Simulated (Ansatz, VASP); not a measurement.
Two plane-wave programs on Sc

The input INCAR:

```
PREC = Accurate
ENCUT = 500
EDIFF = 1E-6
ISMEAR = 0
SIGMA = 0.1
LREAL = False
LASPH = True
NELM = 120
ALGO = Normal
ISIF = 2
LWAVE = False
LCHARG = True
GGA = PE
LELF = True
LVHAR = True
NBANDS = 12
GGA_COMPAT = False
```

Contents of KPOINTS:

```
Automatic mesh
0
Gamma
  6 6 6
```

Contents of POSCAR:

```
Sc
1.0
   -2.1346778826      2.1346778826      2.1346778826
    2.1346778826     -2.1346778826      2.1346778826
    2.1346778826      2.1346778826     -2.1346778826
Sc
1
Direct
    0.0000000000      0.0000000000      0.0000000000
```

Input for Ansatz:

```yaml
crystal:
  lattice:
    - [-2.1346778826, 2.1346778826, 2.1346778826]
    - [2.1346778826, -2.1346778826, 2.1346778826]
    - [2.1346778826, 2.1346778826, -2.1346778826]
  atoms:
    - { symbol: Sc, position: [0.0, 0.0, 0.0] }
basis:
  ecutwfc: 420
kpoints:
  mp_grid: { grid: [6, 6, 6] }
hamiltonian:
  xc: pbe
scf:
  occupations: { method: gaussian, width: 0.1 }
output:
  forces: true
  stress: true
  eigenvalues: true
```

Alike in both runs: task single point; functional PBE; k mesh 6 × 6 × 6; occupations gaussian, width 0.1 eV; no spin polarisation.

```csv
,VASP,Ansatz
version,VASP 6.6.1,Ansatz 0.2.0
potentials or method,"VASP PAW PBE potentials, release 64 (Sc_sv), cutoff 500 eV","scalar-relativistic, plane waves, PAW"
valence electrons in the cell,11,11
```

|  | VASP | Ansatz | Ansatz less VASP |
| --- | --- | --- | --- |
| gap on the k mesh at the Fermi level (eV) | none | none | - |
| pressure (GPa) | -10.8 | -10.8 | +0.06 |

A gap of «none» marks a metal or a gap that the smearing closes.
